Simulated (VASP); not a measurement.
# N2 in VASP: further runs

The runs below take N2 through single point, relaxation of the atoms, with r2SCAN.

Program: VASP 6.6.1. These are calculated values, not measurements. Logs are shortened: lines on timing, memory, paths and dates and some standing lists are left out, and cuts for length are marked.

### Step 1. The cell of the first run

The cell holds a molecule in a box, 2 atoms: a = 13.000 Å, b = 13.300 Å, c = 13.600 Å, α = 90.00°, β = 90.00°, γ = 90.00°.

### Step 2. Single point, r2SCAN

POSCAR

```
N
1.0
   13.0000000000      0.0000000000      0.0000000000
    0.0000000000     13.3000000000      0.0000000000
    0.0000000000      0.0000000000     13.6000000000
N
2
Direct
    0.4579613592      0.5000000000      0.5000000000
    0.5420386408      0.5000000000      0.5000000000
```

INCAR.step1

```
PREC     = Accurate       # precision mode
ENCUT    = 520            # plane-wave cutoff, eV
ISMEAR   = 0              # smearing method
SIGMA    = 0.01           # smearing width, eV
LREAL    = False          # projectors in reciprocal space
LASPH    = True           # aspherical terms in the spheres
NELM     = 60             # most SCF steps
NBANDS   = 12             # bands
GGA      = PE             # functional
ALGO     = Normal         # electronic algorithm
EDIFF    = 1E-4           # SCF threshold, eV
LWAVE    = True           # write WAVECAR
LCHARG   = False          # write CHGCAR
```

INCAR.step2

```
PREC     = Accurate       # precision mode
ENCUT    = 520            # plane-wave cutoff, eV
EDIFF    = 1E-6           # SCF threshold, eV
ISMEAR   = 0              # smearing method
SIGMA    = 0.01           # smearing width, eV
LREAL    = False          # projectors in reciprocal space
LASPH    = True           # aspherical terms in the spheres
NELM     = 60             # most SCF steps
ALGO     = Normal         # electronic algorithm
ISIF     = 2              # what is computed and relaxed
LWAVE    = False          # write WAVECAR
LCHARG   = False          # write CHGCAR
METAGGA  = R2SCAN         # meta-GGA
LMIXTAU  = True         
NBANDS   = 12             # bands
ISTART   = 1
```

KPOINTS

```
regular mesh
0
Gamma
  1 1 1
```

Potentials or basis: VASP PAW PBE potentials, release 64 (N).

Run with:

```sh
$ cat potpaw_PBE.64/N/POTCAR > POTCAR
$ cp INCAR.step1 INCAR
$ mpirun -np 1 vasp_gam > vasp.out
$ cp INCAR.step2 INCAR
$ mpirun -np 1 vasp_gam > vasp.out
```

OUTCAR:

```text
PREC = Accurate
   ENCUT = 520
   EDIFF = 1E-6
   ISMEAR = 0
   LREAL = False
   LASPH = True
   NELM = 60
   ISIF = 2
   METAGGA = R2SCAN
   ISTART = 1

 ion  position               nearest neighbor table
   1  0.458  0.500  0.500-   2 1.09
   2  0.542  0.500  0.500-   1 1.09

  LATTYP: Found a simple orthorhombic cell.
 ALAT       =    13.0000000000
 B/A-ratio  =     1.0230769231
 C/A-ratio  =     1.0461538462

  Lattice vectors:

 A1 = (  13.0000000000,   0.0000000000,   0.0000000000)
 A2 = (   0.0000000000,  13.3000000000,   0.0000000000)
 A3 = (   0.0000000000,   0.0000000000,  13.6000000000)

Analysis of symmetry for initial positions (statically):
=====================================================================
 Subroutine PRICEL returns:
 Original cell was already a primitive cell.

 Routine SETGRP: Setting up the symmetry group for a
 simple orthorhombic supercell.

 Subroutine GETGRP returns: Found  8 space group operations
 (whereof  8 operations were pure point group operations)
 out of a pool of  8 trial point group operations.

The static configuration has the point symmetry D_2h.

Analysis of symmetry for dynamics (positions and initial velocities):
=====================================================================
 Subroutine PRICEL returns:
 Original cell was already a primitive cell.

 Routine SETGRP: Setting up the symmetry group for a
 simple orthorhombic supercell.

 Subroutine GETGRP returns: Found  8 space group operations
 (whereof  8 operations were pure point group operations)
 out of a pool of  8 trial point group operations.

The dynamic configuration has the point symmetry D_2h.

 Subroutine INISYM returns: Found  8 space group operations
 (whereof  8 operations are pure point group operations),
 and found     1 'primitive' translations

----------------------------------------------------------------------------------------

                                     Primitive cell

  volume of cell :    2351.4400

  direct lattice vectors                    reciprocal lattice vectors
    13.000000000  0.000000000  0.000000000     0.076923077  0.000000000  0.000000000
     0.000000000 13.300000000  0.000000000     0.000000000  0.075187970  0.000000000
     0.000000000  0.000000000 13.600000000     0.000000000  0.000000000  0.073529412

  length of vectors
[... 56 lines left out ...]
   ENCUT  =  520.0 eV  38.22 Ry    6.18 a.u.  24.17 24.73 25.29*2*pi/ulx,y,z
   NELM   =     60;   NELMIN=  2; NELMDL=  0     # of ELM steps
   EDIFF  = 0.1E-05   stopping-criterion for ELM
   LREAL  =      F    real-space projection
   EDIFFG = 0.1E-04   stopping-criterion for IOM
   NSW    =      0    number of steps for IOM
   IBRION =     -1    ionic relax: 0-MD 1-quasi-New 2-CG
   NFREE  =      0    steps in history (QN), initial steepest desc. (CG)
   ISIF   =      2    stress and relaxation
   ISYM   =      2    0-nonsym 1-usesym 2-fastsym
   POTIM  = 0.5000    time-step for ionic-motion
   TEBEG  =    0.0;   TEEND  =   0.0 temperature during run
   PSTRESS=    0.0 pullay stress
   NELECT =      10.0000    total number of electrons
   NUPDOWN=      -1.0000    fix difference up-down
   EMIN   =  10.00;   EMAX   =-10.00  energy-range for DOS
   EFERMI =   0.00;   METHOD = LEGACY
   ISMEAR =     0;   SIGMA  =   0.01  broadening in eV -4-tet -1-fermi 0-gaus
   EFERMI_NEDOS =   21; number of points for ismear=-14 and -15
   IALGO  =     38    algorithm
   IMIX   =      4    mixing-type and parameters
     AMIX     =   0.40;   BMIX     =  1.00
     AMIX_MAG =   1.60;   BMIX_MAG =  1.00
  volume/ion in A,a.u.               =    1175.72      7934.15
  Fermi-wavevector in a.u.,A,eV,Ry     =   0.265235  0.501221  0.957162  0.070349
  Thomas-Fermi vector in A             =   1.098169
   LORBIT       =      0    0 simple, 1 ext, 2 COOP (PROOUT), +10 PAW based schemes
   METAGGA = R2SCAN    functional components
   LHFCALC =     F    Hartree Fock is set to
   AEXX    =    0.0000 exact exchange contribution
   IVDW    =     0    specifies the selected vdW correction
   LEPSILON=     F    determine dielectric tensor
   LRPA    =     F    only Hartree local field effects (RPA)
 non-spin polarized calculation
 Gauss-broadening in eV      SIGMA  =   0.01
  energy-cutoff  :      520.00
  volume of cell :     2351.44
 maximum number of plane-waves:     31662
 NGX is ok and might be reduce to    98
   NGX = 49   NGY = 49   NGZ = 51

 number of electron       9.9999999 magnetization

 Free energy of the ion-electron system (eV)
  ---------------------------------------------------
  ext. energy  EPLUGINS =         0.00000000
  ---------------------------------------------------
  free energy    TOTEN  =       -18.19994810 eV

  energy without entropy =      -18.19994810  energy(sigma->0) =      -18.19994810

 E-fermi : -10.5675     XC(G=0):  -0.1582

 val. band max:      -10.6327820997   @ k =   0.0000   0.0000   0.0000
 cond. band min:      -1.5462421279   @ k =   0.0000   0.0000   0.0000
 fundamental gap:      9.0865399718
 Fermi energy:       -10.5675072136

 k-point     1 :       0.0000    0.0000    0.0000
  band No.  band energies     occupation
      1     -29.8403      2.00000
      2     -14.1224      2.00000
      3     -12.0096      2.00000
      4     -12.0096      2.00000
      5     -10.6328      2.00000
      6      -1.5462      0.00000
      7      -1.5462      0.00000
      8       0.0540      0.00000
      9       0.8345      0.00000
     10       0.8706      0.00000
     11       0.8731      0.00000
     12       0.9223      0.00000

------------------------ aborting loop because EDIFF is reached ----------------------------------------

  FORCE on cell =-STRESS in cart. coord.  units (eV):
  Direction    XX          YY          ZZ          XY          YZ          ZX
  --------------------------------------------------------------------------------------
  -------------------------------------------------------------------------------------
  Total        2.4162716     -0.0972737     -0.0984184     -0.0000000      0.0000000      0.0000000
  in kB        1.6463510     -0.0662784     -0.0670584     -0.0000000      0.0000000      0.0000000
  external PRESSURE =       0.5043381 kB  Pullay stress =       0.0000000 kB

 VOLUME and BASIS-vectors are now :
 -----------------------------------------------------------------------------
  energy-cutoff  :      520.00
  volume of cell :     2351.44
      direct lattice vectors                 reciprocal lattice vectors
    13.000000000  0.000000000  0.000000000     0.076923077  0.000000000  0.000000000
     0.000000000 13.300000000  0.000000000     0.000000000  0.075187970  0.000000000
     0.000000000  0.000000000 13.600000000     0.000000000  0.000000000  0.073529412

 POSITION                                       TOTAL-FORCE (eV/Angst)
 -----------------------------------------------------------------------------------
      5.95350      6.65000      6.80000        -2.320608      0.000000      0.000000
      7.04650      6.65000      6.80000         2.320608     -0.000000      0.000000
 -----------------------------------------------------------------------------------
    total drift:                                0.000000      0.000000      0.000000

  FREE ENERGIE OF THE ION-ELECTRON SYSTEM (eV)
  ---------------------------------------------------
  free  energy   TOTEN  =       -18.1999480959 eV

  energy  without entropy=      -18.1999480959  energy(sigma->0) =      -18.19994810
```

Run time: 7.3 min. Hardware: 1 thread of Oxide Virtual Turin-like, shared host; peak memory 1.7 GiB.

Results:

| Property | Result |
| --- | --- |
| Free energy | -18.1999 eV |
| Largest force | 2.321 eV/Å |
| Gap between the frontier levels | 9.09 eV |

Forces in eV/Å, atoms in the order of the input:
```
N   -2.321  0.000  0.000
N    2.321  0.000  0.000
```

Caveat: the standard files for N, O and F lose accuracy on very short bonds; the PAW data sets were made with another functional, which shifts forces and pressure a little.

### Step 3. Relaxation of the atoms, r2SCAN

POSCAR

```
N
1.0
   13.0000000000      0.0000000000      0.0000000000
    0.0000000000     13.3000000000      0.0000000000
    0.0000000000      0.0000000000     13.6000000000
N
2
Direct
    0.4573076923      0.5000000000      0.5000000000
    0.5426923077      0.5000000000      0.5000000000
```

INCAR.step1

```
SYSTEM = N
PREC = Accurate
ENCUT = 520
ISMEAR = 0
SIGMA = 0.01
LREAL = .False.
LASPH = .True.
NELM = 60
GGA = PE
ALGO = Normal
EDIFF = 1E-4
LWAVE = .True.
LCHARG = .False.
```

INCAR.step2

```
SYSTEM = N
PREC = Accurate
ENCUT = 520
EDIFF = 1E-7
ISMEAR = 0
SIGMA = 0.01
LREAL = .False.
LASPH = .True.
NELM = 60
ALGO = Normal
ISIF = 2
LWAVE = .False.
LCHARG = .False.
METAGGA = R2SCAN
LMIXTAU = .True.
IBRION = 2
NSW = 60
EDIFFG = -0.005
ISTART = 1
```

KPOINTS

```
regular mesh
0
Gamma
  1 1 1
  0 0 0
```

Potentials or basis: VASP PAW PBE potentials, release 64 (N).

Run with:

```sh
$ cat potpaw_PBE.64/N/POTCAR > POTCAR
$ cp INCAR.step1 INCAR
$ mpirun -np 1 vasp_gam > vasp.out
$ cp INCAR.step2 INCAR
$ mpirun -np 1 vasp_gam > vasp.out
```

Wall time 19 min (1 thread of Oxide Virtual Turin-like, shared host); peak memory 1.8 GiB.

Results (log left out):

| Property | Result |
| --- | --- |
| Free energy | -18.2156 eV |
| Energy gained by relaxing | 0.4 meV/atom |
| Ionic steps | 3 |
| Largest force after relaxing | 0.004 eV/Å |
| Gap between the frontier levels | 8.91 eV |

Forces on the atoms (eV/Å):
```
N   -0.004  0.000  0.000
N    0.004  0.000  0.000
```

The path:
```tsv
step	energy change (eV)	largest force (eV/Å)	pressure (GPa)
1	0.0000	0.5198	-0.02
2	0.1979	8.9890	0.21
3	-0.0008	0.0036	-0.01
```

Final structure:
```
N
1.0
    13.00000    0.00000    0.00000
     0.00000   13.30000    0.00000
     0.00000    0.00000   13.60000
N
2
Direct
  0.45743 0.50000 0.50000
  0.54257 0.50000 0.50000
```

Levels at points of the mesh, in eV from the valence-band top:
```tsv
k point	band 3	band 4	band 5	band 6	band 7	band 8
(0.00, 0.00, 0.00)	-1.27	-1.27	0.00	8.91	8.91	10.68
```

Caveat: the standard files for N, O and F lose accuracy on very short bonds; the PAW data sets were made with another functional, which shifts forces and pressure a little.
